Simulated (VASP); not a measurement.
**BP (zincblende type): density of states with LDA**

BP (zincblende type):

```
B P
1.0
     0.00000    2.24504    2.24504
     2.24504    0.00000    2.24504
     2.24504    2.24504    0.00000
B P
1 1
Direct
  0.00000 0.00000 0.00000
  0.25000 0.25000 0.25000
```

```yaml
Program: VASP 6.6.1
Task: density of states
Functional: LDA
Potentials_or_basis: VASP PAW LDA potentials, release 64 (B, P)
Cutoff: 520 eV
k_mesh: 15 × 15 × 15
Occupations: fermi-dirac, width 0.08 eV
Spin: no spin polarisation
Dipole_correction: no
k_mesh_for_the_DOS: 23 × 23 × 23
Occupations_for_the_DOS: tetrahedron
Further_INCAR_settings: ALGO = Normal; EDIFF = 1e-07; NBANDS = 11
```

| Quantity | Value |
| --- | --- |
| Valence electrons inside the program's atomic spheres | B 1.99; P 2.60 |

Levels at points of the mesh, in eV from the valence-band top:
```tsv
k point	band 2	band 3	band 4	band 5	band 6	band 7
(0.00, 0.00, 0.00)	0.00	0.00	0.00	3.43	3.43	3.43
```

It took 19 s on 1 thread of Intel(R) Xeon(R) 6975P-C (Granite Rapids) (shared host), peak memory 0.18 GiB.
